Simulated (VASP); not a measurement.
Here is a VASP 6.6.1 calculation.

File INCAR:

```
SYSTEM = BaTiO3
ALGO = Normal
EDIFF = 1E-8
ENCUT = 520
GGA = PS
ISIF = 2
ISMEAR = -1
LASPH = .True.
LCHARG = .False.
LEFG = .True.
LREAL = .False.
LWAVE = .False.
NBANDS = 28
NELM = 100
PREC = Accurate
SIGMA = 0.08
```

File KPOINTS:

```
k-points
0
Gamma
  7 7 7
  0 0 0
```

POSCAR

```
BaTiO3
1.0
    3.9864226426      0.0000000000      0.0000000000
    0.0000000000      3.9864226426      0.0000000000
    0.0000000000      0.0000000000      4.0045617725
Ba Ti O
1 1 3
Direct
    0.0000000000      0.0000000000      0.0000000000
    0.5000000000      0.5000000000      0.4820000000
    0.5000000000      0.5000000000      0.0160000000
    0.5000000000      0.0000000000      0.5150000000
    0.0000000000      0.5000000000      0.5150000000
```

Potentials or basis: VASP PAW PBE potentials, release 64 (Ba_sv, Ti_sv, O).

Command:

```bash
$ cat potpaw_PBE.64/Ba_sv/POTCAR potpaw_PBE.64/Ti_sv/POTCAR potpaw_PBE.64/O/POTCAR > POTCAR
$ mpirun -np 1 vasp_std > vasp.out
```

Q: What does it give for the band gap on the k mesh?

A: 1.85 eV, indirect (least direct gap 2.07 eV).

Q: Estimate the pressure.

A: -0.1 GPa.

Electric field gradients, principal values (V/Å²):
| atom | least | middle | greatest (by size) |
| --- | --- | --- | --- |
| 1 Ba | 2.217 | 2.217 | -4.433 |
| 2 Ti | 1.146 | 1.146 | -2.291 |
| 3 O | -6.675 | -6.675 | 13.349 |
| 4 O | -11.766 | -12.809 | 24.575 |
| 5 O | -11.766 | -12.809 | 24.575 |

Caveat: without QUAD_EFG the Cq values of the log hold for a quadrupole moment of 1 mb, not for the nuclei; the PAW data sets were made with another functional, which shifts forces and pressure a little; spin-orbit coupling is left out, which moves the levels of the heavy elements. A k mesh can miss the band edges.
